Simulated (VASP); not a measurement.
## LaO: relaxation of cell and atoms with PBEsol

Crystal: LaO.

```
La O
1.0
     3.16000    0.00000    0.00000
     0.00000    3.16000    0.00000
     0.00000    0.00000    3.16000
La O
1 1
Direct
  0.00000 0.00000 0.00000
  0.50000 0.50000 0.50000
```

```json
{"Program": "VASP 6.6.1", "Task": "relaxation of cell and atoms", "Functional": "PBEsol", "Potentials or basis": "VASP PAW PBE potentials, release 64 (La, O)", "Cutoff": "600 eV", "k mesh": "6 × 6 × 6", "Occupations": "gaussian, width 0.05 eV", "Spin": "no spin polarisation", "Target pressure": "5 GPa", "Dipole correction": "no", "Further INCAR settings": "ALGO = Normal; EDIFF = 1e-07; IBRION = 2; EDIFFG = -0.02; NSW = 80; ISIF = 3"}
```

```
Relaxed volume                                             : 14.51 Å³/atom
Relaxed cell                                               : a = 3.073 Å, b = 3.073 Å, c = 3.073 Å, α = 90.00°, β = 90.00°, γ = 90.00°
Space group after relaxing (to 0.1 Å)                      : Pm-3m (No. 221)
Energy change on relaxing (the run minimises the enthalpy) : -9.4 meV/atom
Ionic steps                                                : 3
Pressure after relaxing                                    : 4.8 GPa
Band gap on the k mesh                                     : zero (an odd number of electrons rules out a gap without spin polarisation)
```

The path:
| step | energy change (eV) | largest force (eV/Å) | pressure (GPa) | volume (Å³) |
| --- | --- | --- | --- | --- |
| 1 | 0.0000 | 0.0000 | -6.32 | 31.55 |
| 2 | 0.1551 | 0.0000 | 20.72 | 26.73 |
| 3 | -0.0188 | 0.0000 | 4.80 | 29.02 |

Final structure:
```
CELL_PARAMETERS angstrom
3.07311 0.00000 0.00000
0.00000 3.07311 0.00000
0.00000 0.00000 3.07311
ATOMIC_POSITIONS crystal
La 0.00000 0.00000 0.00000
O 0.50000 0.50000 0.50000
```

Levels at points of the mesh, in eV from the Fermi level:
| k point | band 5 | band 6 | band 7 | band 8 | band 9 | band 10 | band 11 | band 12 |
| --- | --- | --- | --- | --- | --- | --- | --- | --- |
| (0.00, 0.00, 0.00) | -15.88 | -4.03 | -4.03 | -4.03 | -2.59 | -2.59 | 1.74 | 1.74 |
| (0.50, 0.00, 0.00) | -15.34 | -6.72 | -5.10 | -5.10 | -1.33 | 0.74 | 1.41 | 1.96 |
| (0.50, 0.50, 0.00) | -14.95 | -4.80 | -4.80 | -4.53 | -0.20 | 0.05 | 1.68 | 1.68 |
| (0.50, 0.50, 0.50) | -18.03 | -7.75 | -7.75 | -7.75 | 2.00 | 2.00 | 2.00 | 2.14 |

Wall time 20 s on 1 thread of Intel(R) Xeon(R) 6975P-C (Granite Rapids), on a shared host, peak memory 0.17 GiB.

Caveat: the cell is relaxed towards a set pressure, so the run minimises the enthalpy, not the energy; the PAW data sets were made with another functional, which shifts forces and pressure a little; spin-orbit coupling is left out, which moves the levels of the heavy elements; an odd number of electrons without spin polarisation forces a metal; a magnetic or distorted state may lie lower.
